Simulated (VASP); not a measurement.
GaSb:

```
CELL_PARAMETERS angstrom
0.00000 3.06588 3.06588
3.06588 0.00000 3.06588
3.06588 3.06588 0.00000
ATOMIC_POSITIONS crystal
Ga 0.00000 0.00000 0.00000
Sb 0.25000 0.25000 0.25000
```

Base run:

* Program: VASP 6.6.1
* Functional: r2SCAN
* Potentials or basis: VASP PAW PBE potentials, release 64 (Ga_d, Sb)
* Cutoff: 520 eV
* k mesh: 8 × 8 × 8
* Occupations: fermi-dirac, width 0.02 eV
* Spin: no spin polarisation

Its results: band gap on the k mesh 0.40 eV, direct; pressure 0.1 GPa.

Task: The run is repeated on the same cell with these changes: functional from r2SCAN to PBE. What comes out?

Result: Band gap on the k mesh zero (filled and empty bands touch); pressure 2.0 GPa.

r2SCAN gives the wider gap, since meta-GGAs in the generalised Kohn-Sham scheme recover part of the derivative discontinuity.

Caveats: spin-orbit coupling is left out, which moves the levels of the heavy elements; the PAW data sets were made with another functional, which shifts forces and pressure a little (some runs).

A k mesh can miss the band edges.
